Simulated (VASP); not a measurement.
## W: single point with PBEsol

The system is W.

```
CELL_PARAMETERS angstrom
2.68520 1.55030 9.08767
-2.68520 1.55030 9.08767
0.00000 -3.10060 9.08767
ATOMIC_POSITIONS crystal
W 0.04580 0.54885 0.04580
W 0.04580 0.04580 0.54885
W 0.54885 0.04580 0.04580
W 0.95420 0.45115 0.95420
W 0.45115 0.95420 0.95420
W 0.95420 0.95420 0.45115
W 0.20719 0.70670 0.20719
W 0.20719 0.20719 0.70670
W 0.70670 0.20719 0.20719
W 0.79281 0.29330 0.79281
W 0.29330 0.79281 0.79281
W 0.79281 0.79281 0.29330
```

```
Program             : VASP 6.6.1
Task                : single point
Functional          : PBEsol
Potentials or basis : VASP PAW PBE potentials, release 64 (W_sv)
Cutoff              : 520 eV
k mesh              : 3 × 3 × 3
Occupations         : gaussian, width 0.1 eV
Spin                : no spin polarisation
```

```yaml
Pressure: 0.7 GPa
Largest_force: 0.027 eV/Å
Band_gap_on_the_k_mesh: zero (band 84 reaches 10.01 eV, above the bottom of band 85 at 8.22 eV)
```

Forces on the atoms (eV/Å):
```
W    0.014 -0.008  0.022
W    0.000  0.016  0.022
W   -0.014 -0.008  0.022
W   -0.014  0.008 -0.022
W    0.014  0.008 -0.022
W    0.000 -0.016 -0.022
W    0.022 -0.013 -0.006
W    0.000  0.025 -0.006
W   -0.022 -0.013 -0.006
W   -0.022  0.013  0.006
W    0.022  0.013  0.006
W    0.000 -0.025  0.006
```

Stress tensor (GPa, compression positive):
```
0.64 0.00 0.00
0.00 0.64 0.00
0.00 0.00 0.83
```

Levels at points of the mesh, in eV from the Fermi level:
```
           k point  band 80  band 81  band 82  band 83  band 84  band 85  band 86  band 87
(0.00, 0.00, 0.00)    -0.74     0.54     0.54     1.44     1.52     1.63     1.65     1.65
```

Run time: 7.8 min on 1 thread of AMD EPYC 9R45 96-Core Processor (Zen 5), on a shared host, peak memory 0.7 GiB.

Caveat: the k points lie up to 0.46 Å⁻¹ apart; the PAW data sets were made with another functional, which shifts forces and pressure a little; spin-orbit coupling is left out, which moves the levels of the heavy elements.
